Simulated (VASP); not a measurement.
Wanted: the native input for a VASP 6.6.1 run.

```
Task                   : single point
Functional             : PBE
Potentials or basis    : VASP PAW PBE potentials, release 64 (Mo_sv, W_sv)
Cutoff                 : 520 eV
k mesh                 : 6 × 6 × 6
Occupations            : gaussian, width 0.1 eV
Spin                   : no spin polarisation
Dipole correction      : no
Further INCAR settings : ALGO = Normal; EDIFF = 1e-07; NBANDS = 28
```

The structure of MoW2 lies in POSCAR:

```
MoW2
1.0
    3.6058499532      0.0000000000      0.0000000000
   -1.8029249766      3.1227576618      0.0000000000
    0.0000000000      0.0000000000      3.8933595841
Mo W
1 2
Direct
    0.0000000000      0.0000000000      0.0000000000
    0.3333333333      0.6666666667      0.5000000000
    0.6666666667      0.3333333333      0.5000000000
```

The input as run:

INCAR

```
  ALGO = Normal
  EDIFF = 1E-7
  ENCUT = 520
  GGA = PE
  ISIF = 2
  ISMEAR = 0
  LASPH = True
  LCHARG = False
  LREAL = False
  LWAVE = False
  NBANDS = 28
  NELM = 100
  PREC = Accurate
  SIGMA = 0.1
```

KPOINTS

```
k-points
0
Gamma
  6 6 6
```

Potentials or basis: VASP PAW PBE potentials, release 64 (Mo_sv, W_sv).

Command:

```bash
$ cat potpaw_PBE.64/Mo_sv/POTCAR potpaw_PBE.64/W_sv/POTCAR > POTCAR
$ mpirun -np 1 vasp_std > vasp.out
```

It gave:

| Item | Value |
| --- | --- |
| Pressure | 111.3 GPa |
| Band gap on the k mesh | zero (bands 21 and 22 overlap by 2.78 eV) |

Caveat: atoms lie so close that the PAW spheres overlap strongly, which falsifies energies and pressures; the cell stands under pressure; spin-orbit coupling is left out, which moves the levels of the heavy elements.

It took 14 s on 1 thread of Intel(R) Xeon(R) 6975P-C (Granite Rapids), on a shared host, peak memory 0.17 GiB.
